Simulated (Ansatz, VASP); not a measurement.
# Two plane-wave programs on SiC

Contents of INCAR:

```
PREC = Accurate
ENCUT = 520
EDIFF = 1E-6
ISMEAR = 0
SIGMA = 0.05
LREAL = False
LASPH = True
NELM = 100
ALGO = Normal
ISIF = 2
LWAVE = False
LCHARG = False
GGA = PE
NBANDS = 26
```

File KPOINTS:

```
regular mesh
0
Gamma
  12 12 4
```

File POSCAR:

```
SiC
1.0
    3.0941201807      0.0000000000      0.0000000000
   -1.5470600903      2.6795866789      0.0000000000
    0.0000000000      0.0000000000     10.1293391985
Si C
4 4
Direct
    0.6666666667      0.3333333333      0.9378441878
    0.3333333333      0.6666666667      0.4378441878
   -0.1018060003     -0.1018060003      0.6878995565
    0.0000000000      0.0000000000      0.1878995565
    0.6666666667      0.3333333333      0.7498074459
    0.3333333333      0.6666666667      0.2498074459
    0.0000000000      0.0000000000      0.5004478098
    0.0000000000      0.0000000000      0.0004478098
```

Input for Ansatz:

```yaml
crystal:
  lattice:
    - [3.0941201807, 0.0, 0.0]
    - [-1.5470600903, 2.6795866789, 0.0]
    - [0.0, 0.0, 10.1293391985]
  atoms:
    - { symbol: Si, position: [0.6666666667, 0.3333333333, 0.9378441878] }
    - { symbol: Si, position: [0.3333333333, 0.6666666667, 0.4378441878] }
    - { symbol: Si, position: [-0.1018060003, -0.1018060003, 0.6878995565] }
    - { symbol: Si, position: [0.0, 0.0, 0.1878995565] }
    - { symbol: C, position: [0.6666666667, 0.3333333333, 0.7498074459] }
    - { symbol: C, position: [0.3333333333, 0.6666666667, 0.2498074459] }
    - { symbol: C, position: [0.0, 0.0, 0.5004478098] }
    - { symbol: C, position: [0.0, 0.0, 0.0004478098] }
basis:
  ecutwfc: 420
kpoints:
  mp_grid: { grid: [12, 12, 4] }
hamiltonian:
  xc: pbe
scf:
  occupations: { method: gaussian, width: 0.05 }
output:
  forces: true
  stress: true
  eigenvalues: true
```

Alike in both runs: task single point; functional PBE; k mesh 12 × 12 × 4; occupations gaussian, width 0.05 eV; no spin polarisation.

```csv
,VASP,Ansatz
version,VASP 6.6.1,Ansatz 0.2.0
potentials or method,"VASP PAW PBE potentials, release 64 (Si, C), cutoff 520 eV","scalar-relativistic, plane waves, PAW"
valence electrons in the cell,32,32
```

Ansatz gave:

```
gap on the k mesh at the Fermi level (eV)                     : 1.36
least direct gap on the mesh (eV)                             : 2.84
pressure (GPa)                                                : 3.1
traceless stress, the component that is largest in VASP (GPa) : 6.12
rms of the force components (eV/Å)                            : 2.000
```

Problem. What did VASP give for the same quantities?

Solution. gap on the k mesh at the Fermi level (eV): 1.36; least direct gap on the mesh (eV): 2.83; pressure (GPa): 3.1; traceless stress, the component that is largest in VASP (GPa): 6.11; rms of the force components (eV/Å): 2.000.

Atom by atom the forces differ by 0.002 eV/Å (rms over components). The functional is the same, so the differences come from potentials, cutoffs and numerics.
